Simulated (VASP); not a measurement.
# Cu (Pm-3m) in VASP: further runs

Runs on Cu. Level: PBEsol. Tasks: relaxation of cell and atoms, single point.

All numbers are computed with VASP 6.6.1; they aren't measurements. Logs are shortened: lines on timing, memory, paths and dates and some standing lists are left out, and cuts for length are marked.

### 1 The cell of the first run

It takes space group Pm-3m (No. 221, cubic). Conventional cell: a = 2.303 Å, b = 2.303 Å, c = 2.303 Å, α = 90.00°, β = 90.00°, γ = 90.00°. Cu (site symmetry m-3m) has 6 Cu at 2.30 Å within 3.0 Å.

### 2 Relaxation of cell and atoms, PBEsol

The input, INCAR:

```
  PREC = Accurate
  ENCUT = 600
  EDIFF = 1E-6
  ISMEAR = -1
  SIGMA = 0.08
  LREAL = F
  LASPH = T
  NELM = 60
  ALGO = Normal
  ISIF = 3
  LWAVE = F
  LCHARG = F
  GGA = PS
  IBRION = 2
  NSW = 60
  EDIFFG = -0.005
```

The input, KPOINTS:

```
Automatic mesh
0
Gamma
  18 18 18
```

The input, POSCAR:

```
Cu
1.0
    2.3027365034      0.0000000000      0.0000000000
    0.0000000000      2.3027365034      0.0000000000
    0.0000000000      0.0000000000      2.3027365034
Cu
1
Direct
    0.0000000000      0.0000000000      0.0000000000
```

Potentials or basis: VASP PAW PBE potentials, release 64 (Cu).

Command:

```
$ cat potpaw_PBE.64/Cu/POTCAR > POTCAR
$ mpirun -np 1 vasp_std > vasp.out
```

OUTCAR:

```text
PREC = Accurate
   ENCUT = 600
   EDIFF = 1E-6
   ISMEAR = -1
   LREAL = F
   LASPH = T
   NELM = 60
   ISIF = 3
   GGA = PS
   IBRION = 2
   NSW = 60
   EDIFFG = -0.005

 ion  position               nearest neighbor table
   1  0.000  0.000  0.000-

  LATTYP: Found a simple cubic cell.
 ALAT       =     2.3027365034

  Lattice vectors:

 A1 = (   2.3027365034,   0.0000000000,   0.0000000000)
 A2 = (   0.0000000000,   2.3027365034,   0.0000000000)
 A3 = (   0.0000000000,   0.0000000000,   2.3027365034)

Analysis of symmetry for initial positions (statically):
=====================================================================
 Subroutine PRICEL returns:
 Original cell was already a primitive cell.

 Routine SETGRP: Setting up the symmetry group for a
 simple cubic supercell.

 Subroutine GETGRP returns: Found 48 space group operations
 (whereof 48 operations were pure point group operations)
 out of a pool of 48 trial point group operations.

The static configuration has the point symmetry O_h .

Analysis of symmetry for dynamics (positions and initial velocities):
=====================================================================
 Subroutine PRICEL returns:
 Original cell was already a primitive cell.

 Routine SETGRP: Setting up the symmetry group for a
 simple cubic supercell.

 Subroutine GETGRP returns: Found 48 space group operations
 (whereof 48 operations were pure point group operations)
 out of a pool of 48 trial point group operations.

The dynamic configuration has the point symmetry O_h .

 Subroutine INISYM returns: Found 48 space group operations
 (whereof 48 operations are pure point group operations),
 and found     1 'primitive' translations

----------------------------------------------------------------------------------------

                                     Primitive cell

  volume of cell :      12.2105

  direct lattice vectors                    reciprocal lattice vectors
     2.302736503  0.000000000  0.000000000     0.434265926  0.000000000  0.000000000
     0.000000000  2.302736503  0.000000000     0.000000000  0.434265926  0.000000000
     0.000000000  0.000000000  2.302736503     0.000000000  0.000000000  0.434265926

  length of vectors
     2.302736503  2.302736503  2.302736503     0.434265926  0.434265926  0.434265926

  position of ions in fractional coordinates (direct lattice)
     0.000000000  0.000000000  0.000000000

  ion indices of the primitive-cell ions
   primitive index   ion index
                 1           1

----------------------------------------------------------------------------------------

 KPOINTS: Automatic mesh

Automatic generation of k-mesh.
 Grid dimensions read from file:
 generate k-points for:   18   18   18

 Generating k-lattice:

  Cartesian coordinates                     Fractional coordinates (reciprocal lattice)
     0.024125885  0.000000000  0.000000000     0.055555556  0.000000000  0.000000000
     0.000000000  0.024125885  0.000000000     0.000000000  0.055555556  0.000000000
     0.000000000  0.000000000  0.024125885     0.000000000  0.000000000  0.055555556

  Length of vectors
     0.024125885  0.024125885  0.024125885

  Shift w.r.t. Gamma in fractional coordinates (k-lattice)
     0.000000000  0.000000000  0.000000000

 Subroutine IBZKPT returns following result:
 ===========================================

 Found    220 irreducible k-points:

 Following reciprocal coordinates:
            Coordinates               Weight
  0.000000  0.000000  0.000000      1.000000
  0.055556  0.000000  0.000000      6.000000
  0.111111  0.000000  0.000000      6.000000
  0.166667  0.000000  0.000000      6.000000
  0.222222  0.000000  0.000000      6.000000
  0.277778  0.000000  0.000000      6.000000
[... 16 lines left out ...]
  0.277778  0.111111  0.000000     24.000000
  0.333333  0.111111  0.000000     24.000000
 [... further k-points ...]
   k-points           NKPTS =    220   k-points in BZ     NKDIM =    220   number of bands    NBANDS=      9
   number of dos      NEDOS =    301   number of ions     NIONS =      1
   total plane-waves  NPLWV =   5832
   dimension x,y,z NGX =    18 NGY =   18 NGZ =   18
   dimension x,y,z NGXF=    36 NGYF=   36 NGZF=   36
   ions per type =               1
   NGX,Y,Z   is equivalent  to a cutoff of  13.00, 13.00, 13.00 a.u.
   NGXF,Y,Z  is equivalent  to a cutoff of  25.99, 25.99, 25.99 a.u.
 SYSTEM =  unknown system
   PREC   = accura    normal or accurate (medium, high low for compatibility)
   ISTART =      0    job   : 0-new  1-cont  2-samecut
   ICHARG =      2    charge: 1-file 2-atom 10-const
   ISPIN  =      1    spin polarized calculation?
   LNONCOLLINEAR =      F non collinear calculations
   LSORBIT =      F    spin-orbit coupling
   LASPH  =      T    aspherical Exc in radial PAW
   ENCUT  =  600.0 eV  44.10 Ry    6.64 a.u.   4.60  4.60  4.60*2*pi/ulx,y,z
   NELM   =     60;   NELMIN=  2; NELMDL= -5     # of ELM steps
   EDIFF  = 0.1E-05   stopping-criterion for ELM
   LREAL  =      F    real-space projection
   EDIFFG = -.5E-02   stopping-criterion for IOM
   NSW    =     60    number of steps for IOM
   IBRION =      2    ionic relax: 0-MD 1-quasi-New 2-CG
   NFREE  =      1    steps in history (QN), initial steepest desc. (CG)
   ISIF   =      3    stress and relaxation
   ISYM   =      2    0-nonsym 1-usesym 2-fastsym
   POTIM  = 0.5000    time-step for ionic-motion
   TEBEG  =    0.0;   TEEND  =   0.0 temperature during run
   PSTRESS=    0.0 pullay stress
   NELECT =      11.0000    total number of electrons
   NUPDOWN=      -1.0000    fix difference up-down
   EMIN   =  10.00;   EMAX   =-10.00  energy-range for DOS
   EFERMI =   0.00;   METHOD = LEGACY
   ISMEAR =    -1;   SIGMA  =   0.08  broadening in eV -4-tet -1-fermi 0-gaus
   EFERMI_NEDOS =   21; number of points for ismear=-14 and -15
   IALGO  =     38    algorithm
   IMIX   =      4    mixing-type and parameters
     AMIX     =   0.40;   BMIX     =  1.00
     AMIX_MAG =   1.60;   BMIX_MAG =  1.00
  volume/ion in A,a.u.               =      12.21        82.40
  Fermi-wavevector in a.u.,A,eV,Ry     =   1.581108  2.987860 34.013230  2.499902
  Thomas-Fermi vector in A             =   2.681233
   LORBIT       =      0    0 simple, 1 ext, 2 COOP (PROOUT), +10 PAW based schemes
   GGA     = PS    functional components
   LHFCALC =     F    Hartree Fock is set to
   AEXX    =    0.0000 exact exchange contribution
   IVDW    =     0    specifies the selected vdW correction
   LEPSILON=     F    determine dielectric tensor
   LRPA    =     F    only Hartree local field effects (RPA)
 conjugate gradient relaxation of ions
 non-spin polarized calculation
  energy-cutoff  :      600.00
  volume of cell :       12.21
 maximum number of plane-waves:       437
   NGX =  9   NGY =  9   NGZ =  9

--------------------------------------- Ionic step        1  -------------------------------------------

 number of electron      10.9999971 magnetization

 Free energy of the ion-electron system (eV)
  ---------------------------------------------------
  ext. energy  EPLUGINS =         0.00000000
  ---------------------------------------------------
  free energy    TOTEN  =        -3.75629090 eV

  energy without entropy =       -3.75080507  energy(sigma->0) =       -3.75354799

------------------------ aborting loop because EDIFF is reached ----------------------------------------

  FORCE on cell =-STRESS in cart. coord.  units (eV):
  Direction    XX          YY          ZZ          XY          YZ          ZX
  --------------------------------------------------------------------------------------
  -------------------------------------------------------------------------------------
  Total        0.8935408      0.8935408      0.8935408      0.0000000     -0.0000000     -0.0000000
  in kB      117.2444346    117.2444346    117.2444346      0.0000000     -0.0000000     -0.0000000
  external PRESSURE =     117.2444346 kB  Pullay stress =       0.0000000 kB

 VOLUME and BASIS-vectors are now :
 -----------------------------------------------------------------------------
  energy-cutoff  :      600.00
  volume of cell :       12.21
      direct lattice vectors                 reciprocal lattice vectors
     2.302736503  0.000000000  0.000000000     0.434265926  0.000000000  0.000000000
     0.000000000  2.302736503  0.000000000     0.000000000  0.434265926  0.000000000
     0.000000000  0.000000000  2.302736503     0.000000000  0.000000000  0.434265926
[... 71 lines left out ...]
 POSITION                                       TOTAL-FORCE (eV/Angst)
 -----------------------------------------------------------------------------------
      0.00000      0.00000      0.00000         0.000000     -0.000000      0.000000
 -----------------------------------------------------------------------------------
    total drift:                                0.000000      0.000000     -0.000000

  FREE ENERGIE OF THE ION-ELECTRON SYSTEM (eV)
  ---------------------------------------------------
  free  energy   TOTEN  =        -3.7890913676 eV

  energy  without entropy=       -3.7837371887  energy(sigma->0) =       -3.78641428

--------------------------------------- Ionic step        4  -------------------------------------------

 number of electron      11.0000029 magnetization

 Free energy of the ion-electron system (eV)
  ---------------------------------------------------
  ext. energy  EPLUGINS =         0.00000000
  ---------------------------------------------------
  free energy    TOTEN  =        -3.78909345 eV

  energy without entropy =       -3.78374070  energy(sigma->0) =       -3.78641707

 E-fermi :   5.9195     XC(G=0): -12.1869

 val. band max:        5.8784815145   @ k =   0.3333   0.2778   0.2222
 cond. band min:       5.9550476832   @ k =   0.3889   0.2778   0.1111
 fundamental gap:      0.0765661687
 Fermi energy:         5.9195222706

 k-point     1 :       0.0000    0.0000    0.0000
  band No.  band energies     occupation
      1      -2.4330      2.00000
      2       1.9420      2.00000
      3       1.9420      2.00000
      4       4.6459      2.00000
      5       4.6459      2.00000
      6       4.6459      2.00000
      7      24.0251      0.00000
      8      24.0251      0.00000
      9      24.0251      0.00000

 k-point     2 :       0.0556    0.0000    0.0000
  band No.  band energies     occupation
      1      -2.3456      2.00000
      2       1.9522      2.00000
      3       1.9757      2.00000
      4       4.6188      2.00000
      5       4.6188      2.00000
      6       4.6480      2.00000
      7      22.6970      0.00000
      8      24.1392      0.00000
      9      24.1392      0.00000
[... 253 lines left out ...]
 k-point    24 :       0.3333    0.1111    0.0000
  band No.  band energies     occupation
      1       0.5782      2.00000
      2       2.3121      2.00000
      3       3.0176      2.00000
      4       4.0264      2.00000
      5       4.1025      2.00000
      6       4.6066      2.00000
      7      12.0565      0.00000
      8      23.5970      0.00000
      9      28.1924      0.00000

 [... further k-points ...]

------------------------ aborting loop because EDIFF is reached ----------------------------------------

  FORCE on cell =-STRESS in cart. coord.  units (eV):
  Direction    XX          YY          ZZ          XY          YZ          ZX
  --------------------------------------------------------------------------------------
  -------------------------------------------------------------------------------------
  Total       -0.0034015     -0.0034015     -0.0034015      0.0000000      0.0000000      0.0000000
  in kB       -0.4125712     -0.4125712     -0.4125712      0.0000000      0.0000000      0.0000000
  external PRESSURE =      -0.4125712 kB  Pullay stress =       0.0000000 kB

 VOLUME and BASIS-vectors are now :
 -----------------------------------------------------------------------------
  energy-cutoff  :      600.00
  volume of cell :       13.21
      direct lattice vectors                 reciprocal lattice vectors
     2.363891744  0.000000000 -0.000000000     0.423031216 -0.000000000 -0.000000000
     0.000000000  2.363891744  0.000000000    -0.000000000  0.423031216  0.000000000
     0.000000000 -0.000000000  2.363891744     0.000000000 -0.000000000  0.423031216

 POSITION                                       TOTAL-FORCE (eV/Angst)
 -----------------------------------------------------------------------------------
      0.00000      0.00000      0.00000         0.000000      0.000000      0.000000
 -----------------------------------------------------------------------------------
    total drift:                               -0.000000      0.000000      0.000000

  FREE ENERGIE OF THE ION-ELECTRON SYSTEM (eV)
  ---------------------------------------------------
  free  energy   TOTEN  =        -3.7890934504 eV

  energy  without entropy=       -3.7837406994  energy(sigma->0) =       -3.78641707

 reached required accuracy - stopping structural energy minimisation
```

Wall time 71 s (1 thread of Intel Xeon Platinum 8259CL at 2.50GHz (Skylake/Cascade Lake), shared host); peak memory 0.14 GiB.

Results:

```
Free energy                            : -3.7891 eV
Relaxed volume                         : 13.21 Å³/atom
Relaxed cell                           : a = 2.364 Å, b = 2.364 Å, c = 2.364 Å, α = 90.00°, β = 90.00°, γ = 90.00°
Space group after relaxing (to 0.05 Å) : Pm-3m (No. 221)
Energy gained by relaxing              : 32.8 meV/atom
Ionic steps                            : 4
Pressure after relaxing                : 0.0 GPa
```

Step by step:
| step | energy change (eV) | largest force (eV/Å) | pressure (GPa) | volume (Å³) |
| --- | --- | --- | --- | --- |
| 1 | 0.0000 | 0.0000 | 11.72 | 12.21 |
| 2 | -0.0215 | 0.0000 | -4.97 | 13.86 |
| 3 | -0.0328 | 0.0000 | 0.07 | 13.19 |
| 4 | -0.0328 | 0.0000 | -0.04 | 13.21 |

Final structure:
```xyz
1
Lattice="2.3639 0.0000 0.0000 0.0000 2.3639 0.0000 0.0000 0.0000 2.3639" Properties=species:S:1:pos:R:3 pbc="T T T"
Cu    0.0000    0.0000    0.0000
```

Caveat: the PAW data sets were made with another functional, which shifts forces and pressure a little.

### 3 Single point, PBEsol (volume scaled by 0.43)

The input, INCAR:

```
  ALGO = Normal
  EDIFF = 1E-6
  ENCUT = 520
  GGA = PS
  ISIF = 2
  ISMEAR = -1
  LASPH = T
  LCHARG = T
  LELF = T
  LREAL = F
  LVHAR = T
  LWAVE = F
  NBANDS = 12
  NELM = 60
  PREC = Accurate
  SIGMA = 0.08
```

The input, KPOINTS:

```
k-points
0
Gamma
  18 18 18
```

The input, POSCAR:

```
Cu
1.0
    1.7810037183      0.0000000000      0.0000000000
    0.0000000000      1.7810037183      0.0000000000
    0.0000000000      0.0000000000      1.7810037183
Cu
1
Direct
    0.0000000000      0.0000000000      0.0000000000
```

Potentials or basis: VASP PAW PBE potentials, release 64 (Cu).

Command:

```
$ cat potpaw_PBE.64/Cu/POTCAR > POTCAR
$ mpirun -np 1 vasp_std > vasp.out
```

Wall time 9.3 s (1 thread of Intel Xeon 8259CL, shared host); peak memory 0.12 GiB.

The run converged, but its numbers aren't listed here, since they failed a check.

Caveat: the cell differs from its parent crystal (volume scaled by 0.43); the PAW data sets were made with another functional, which shifts forces and pressure a little.

(Part 1 of 2 ends here.)
